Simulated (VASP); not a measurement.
A run of VASP 6.6.1 is set up as follows.

The input INCAR:

```
SYSTEM = Si37H17Cl4
ALGO = Normal
EDIFF = 1E-6
ENCUT = 520
GGA = PE
ISIF = 2
ISMEAR = -1
ISPIN = 2
LASPH = .TRUE.
LCHARG = .FALSE.
LORBIT = 11
LREAL = Auto
LWAVE = .FALSE.
MAGMOM = 0 0 0 0 0 0 0 0 0 0 0 0 0 0 0 0 0 0 0 0 0 0 0 0 0 0 0 0 0 0 0 0 0 0 0 0 0 0 0 0 0 0 0 0 0 0 0 0 0 0 0 0 0 1 0 0 0 0
NBANDS = 136
NELM = 150
PREC = Accurate
SIGMA = 0.05
```

File KPOINTS:

```
k-points
0
G
  1 1 1
  0 0 0
```

POSCAR

```
Si37H17Cl4
1.0
   11.5187690000      0.0000000000      0.0000000000
    5.7593850000      9.9755470000      0.0000000000
    0.0000000000      0.0000000000     22.8687650000
H Si Cl
17 37 4
Direct
    0.1111112597      0.1111117014      0.0437277658
    0.4444454901      0.1111117014      0.0437277658
    0.7777797205      0.1111117014      0.0437277658
    0.1111108082      0.4444468058      0.0437277658
    0.4444450387      0.4444468058      0.0437277658
    0.7777792691      0.4444468058      0.0437277658
    0.1111103568      0.7777819101      0.0437277658
    0.4444445872      0.7777819101      0.0437277658
    0.7777788177      0.7777819101      0.0437277658
    0.3339699450      0.0001002451      0.3425458262
    0.6656241638      0.0004912011      0.3424496251
    0.0001479241      0.3339065016      0.3425414534
    0.3332853593      0.3333451288      0.3424015245
    0.6660130361      0.3338463545      0.3425458262
    0.0003176518      0.6657379290      0.3420735663
    0.3339099041      0.6659684928      0.3425414534
    0.6666185150      0.6665599390      0.3423927790
    0.1111112597      0.1111117014      0.1093194145
    0.4444454901      0.1111117014      0.1093194145
    0.7777797205      0.1111117014      0.1093194145
    0.1111108082      0.4444468058      0.1093194145
    0.4444450387      0.4444468058      0.1093194145
    0.7777792691      0.4444468058      0.1093194145
    0.1111103568      0.7777819101      0.1093194145
    0.4444445872      0.7777819101      0.1093194145
    0.7777788177      0.7777819101      0.1093194145
   -0.1109011963      0.2218023733      0.1429110842
    0.2222435515      0.2222334274      0.1428454925
    0.5555206808      0.2222434519      0.1428498653
   -0.1113943589      0.5556888259      0.1427361731
    0.2222507984      0.5555184092      0.1428454925
    0.5556994946      0.5556888259      0.1427361731
   -0.1109053379      0.8891041263      0.1429154570
    0.2218088379      0.8890941018      0.1429154570
    0.5556875086      0.8886129252      0.1427361731
   -0.1100253944      0.2200681326      0.2470443857
    0.2221657780      0.2221632558      0.2461348481
    0.5556886749      0.2221331823      0.2461392209
   -0.1110824488      0.5555685317      0.2459774282
    0.2221308641      0.5556888259      0.2461217298
    0.5555476168      0.5555585072      0.2459905465
   -0.1100415080      0.8899461854      0.2470400129
    0.2200618676      0.8899662344      0.2470487584
    0.5555718668      0.8889136606      0.2459774282
   -0.0000173630      0.0000000000      0.2763594798
    0.3330016480      0.0000400981      0.2790268736
    0.6669596022      0.0000601471      0.2790574830
    0.0000484245      0.3329942709      0.2790268736
    0.3333374482      0.3333451288      0.2788825719
    0.6669613099      0.3329742219      0.2790268736
    0.0000757910      0.6669508950      0.2789612819
    0.3329759473      0.6669508950      0.2790312463
    0.6666675580      0.6666702087      0.2789088086
    0.8327505255      0.8376483014      0.4896810125
    0.9996880531      0.6681137385      0.4598236940
    0.8354211507      1.0044261232      0.4596706468
    0.6634243056      0.8400842580      0.4596968835
    0.8327906235      0.8375681053      0.5794978435
```

Potentials or basis: VASP PAW PBE potentials, release 64 (H, Si, Cl).

Command:

```sh
$ cat potpaw_PBE.64/H/POTCAR potpaw_PBE.64/Si/POTCAR potpaw_PBE.64/Cl/POTCAR > POTCAR
$ mpirun -np 1 vasp_gam > vasp.out
```

Problem. Estimate the largest force.

Solution. 1.017 eV/Å.

Problem. What does it give for the site moments?

Solution. H +0.00, -0.00 (each value once); Si -0.00, +0.00, +0.01, +0.02, +0.23 (each value once); Cl +0.00 μB.

Problem. What does it give for the net moment?

Solution. 1.00 μB per cell.

Problem. Predict the band gap on the k mesh.

Solution. 0.67 eV.

Forces on the atoms (eV/Å):
```
H   -0.006 -0.003 -0.045
H    0.000  0.003 -0.047
H    0.006 -0.002 -0.045
H    0.003 -0.002 -0.047
H   -0.001 -0.002 -0.048
H   -0.001 -0.004 -0.051
H    0.000  0.007 -0.045
H   -0.003  0.001 -0.050
H    0.003  0.002 -0.050
H    0.007  0.003  0.908
H   -0.009  0.009  0.926
H    0.006  0.004  0.908
H    0.000  0.000  0.912
H   -0.006  0.004  0.908
H    0.000 -0.010  0.962
H    0.000 -0.007  0.910
H   -0.002 -0.003  0.914
Si   0.001  0.000  0.169
Si   0.001 -0.019  0.141
Si  -0.002  0.000  0.168
Si  -0.016  0.010  0.142
Si   0.015  0.009  0.136
Si   0.001  0.002  0.129
Si  -0.001 -0.002  0.169
Si   0.002 -0.002  0.131
Si  -0.002 -0.002  0.132
Si   0.000  0.032  0.079
Si  -0.005 -0.002  0.014
Si   0.006  0.000  0.015
Si   0.024 -0.017  0.015
Si   0.004  0.004  0.014
Si  -0.028 -0.016  0.016
Si  -0.026 -0.012  0.079
Si   0.027 -0.015  0.079
Si   0.000  0.030  0.014
Si  -0.001  0.317 -0.315
Si   0.006  0.004 -0.164
Si  -0.006  0.004 -0.170
Si  -0.006  0.001 -0.160
Si   0.004 -0.009 -0.177
Si   0.004  0.002 -0.153
Si  -0.275 -0.156 -0.319
Si   0.274 -0.159 -0.314
Si  -0.001 -0.005 -0.150
Si   0.001 -0.001  0.081
Si   0.031  0.012 -0.830
Si  -0.031  0.018 -0.880
Si   0.026  0.022 -0.829
Si   0.000  0.001 -0.849
Si  -0.025  0.021 -0.829
Si  -0.004 -0.036 -1.017
Si   0.004 -0.032 -0.831
Si  -0.002 -0.005 -0.879
Si   0.003 -0.003  0.040
Cl  -0.179  0.323  0.275
Cl  -0.178 -0.316  0.140
Cl   0.362 -0.010  0.154
Cl  -0.002  0.007 -0.386
```

Caveat: the k points lie up to 0.63 Å⁻¹ apart; there is no dipole correction, which matters where the two faces differ; semilocal functionals underestimate gaps, and a narrow one can read as zero.
